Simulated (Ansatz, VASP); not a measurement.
**One calculation of BAs, two programs**

The input INCAR:

```
SYSTEM = BAs
  PREC = Accurate
  ENCUT = 520
  EDIFF = 1E-7
  ISMEAR = 0
  SIGMA = 0.017
  LREAL = .FALSE.
  LASPH = .TRUE.
  NELM = 60
  ALGO = Normal
  ISIF = 2
  LWAVE = .FALSE.
  LCHARG = .FALSE.
  GGA = PE
  NBANDS = 11
```

File KPOINTS:

```
regular mesh
0
G
  12 8 6
  0 0 0
```

The input POSCAR:

```
BAs
1.0
    2.1275493300      0.0000000000      0.0000000000
    0.0000000000      3.1740629400      0.0000000000
    0.0000000000      0.0000000000      4.9509801800
B As
1 1
Direct
    0.0000000000      0.5000000000      0.0000000000
    0.5000000000      0.5000000000      0.5000000000
```

The input input.yaml:

```yaml
crystal:
  lattice:
    - [2.12754933, 0.0, 0.0]
    - [0.0, 3.17406294, 0.0]
    - [0.0, 0.0, 4.95098018]
  atoms:
    - { symbol: B, position: [0.0, 0.5, 0.0] }
    - { symbol: As, position: [0.5, 0.5, 0.5] }
hamiltonian:
  xc: pbe
  pseudopotentials: { kind: paw }
kpoints:
  mp_grid: { grid: [12, 8, 6] }
scf:
  occupations: { method: gaussian, width: 0.017 }
output:
  forces: true
  stress: true
  eigenvalues: true
  write_density: true
  write_potential: true
  elf: true
  volumetric_format: npy
```

Alike in both runs: task single point; functional PBE; k mesh 12 × 8 × 6; occupations gaussian, width 0.017 eV; no spin polarisation.

|  | VASP | Ansatz |
| --- | --- | --- |
| version | VASP 6.6.1 | Ansatz 0.2.0 |
| potentials or method | VASP PAW PBE potentials, release 64 (B, As) | Ansatz PAW |
| plane-wave cutoff (eV) | 520 | 420 |
| valence electrons in the cell | 8 | 18 |

```csv
,VASP,Ansatz,Ansatz less VASP
gap on the k mesh at the Fermi level (eV),none,none,-
pressure (GPa),6.0,5.5,-0.50
"traceless stress, the component that is largest in VASP (GPa)",24.45,23.64,-0.816
```

A gap of «none» marks a metal or a gap that the smearing closes. VASP's potentials hold 8 valence electrons a cell and Ansatz's 18, so a difference there can come from the potentials and not from the codes.
